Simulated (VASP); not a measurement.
Input of a VASP 6.6.1 run:

Contents of INCAR:

```
SYSTEM = SiO2
  PREC = Accurate
  ENCUT = 520
  EDIFF = 1E-7
  ISMEAR = -1
  SIGMA = 0.293
  LREAL = Auto
  LASPH = .TRUE.
  NELM = 100
  ALGO = Normal
  ISIF = 2
  LWAVE = .FALSE.
  LCHARG = .TRUE.
  GGA = PE
  LELF = .TRUE.
  LVHAR = .TRUE.
  NBANDS = 63
```

Contents of KPOINTS:

```
Automatic mesh
0
G
  3 3 3
  0 0 0
```

Contents of POSCAR:

```
SiO2
1.0
    6.3454790000     -0.1693150000      0.1582820000
   -0.1693150000      6.4741830000     -0.2622240000
    0.1582820000     -0.2622240000      6.3280080000
Si O
6 12
Direct
    0.5263633691      0.4957226513      0.9178375420
    0.1836774971      0.1805804701      0.7748582341
    0.2835281838      0.7585873369      0.2382176373
    0.8696958658      0.2781505249      0.0500052533
    0.9330926885      0.0290487192      0.3961142986
    0.3078671281      0.7390281584      0.6160903657
    0.4261157465      0.5820649647      0.1094880992
    0.8139740327      0.1825077326      0.2565493946
    0.2180657211      0.5737455983      0.4487132657
    0.3894022195      0.9249030450      0.4058479122
    0.1305525812      0.2503932288      0.0647247700
    0.3955360361      0.3058674785      0.7371538279
    0.0199761676      0.8036052780      0.2101399226
    0.8894840439      0.8653018924      0.5463619299
    0.7679152331      0.4094310407      0.8903159985
    0.2621694620      0.9345628478      0.7776136484
    0.4973831019      0.6747194795      0.7636285965
    0.0415846873      0.2078329313      0.5935937579
```

Potentials or basis: VASP PAW PBE potentials, release 64 (Si, O).

Run with:

```sh
$ cat potpaw_PBE.64/Si/POTCAR potpaw_PBE.64/O/POTCAR > POTCAR
$ mpirun -np 1 vasp_std > vasp.out
```

Question: Predict the pressure.

Answer: 9.5 GPa.

Question: Estimate the largest force.

Answer: 13.192 eV/Å.

Question: Predict the band gap on the k mesh.

Answer: 0.66 eV (least direct gap 0.67 eV).

Stress tensor (GPa, compression positive):
```
 7.72  1.52 -7.30
 1.52  6.74 -3.40
-7.30 -3.40 14.12
```

Caveat: the atoms stand as in a frame of molecular dynamics; so wide a smearing shifts energies and pressures; semilocal functionals underestimate gaps, and a narrow one can read as zero.
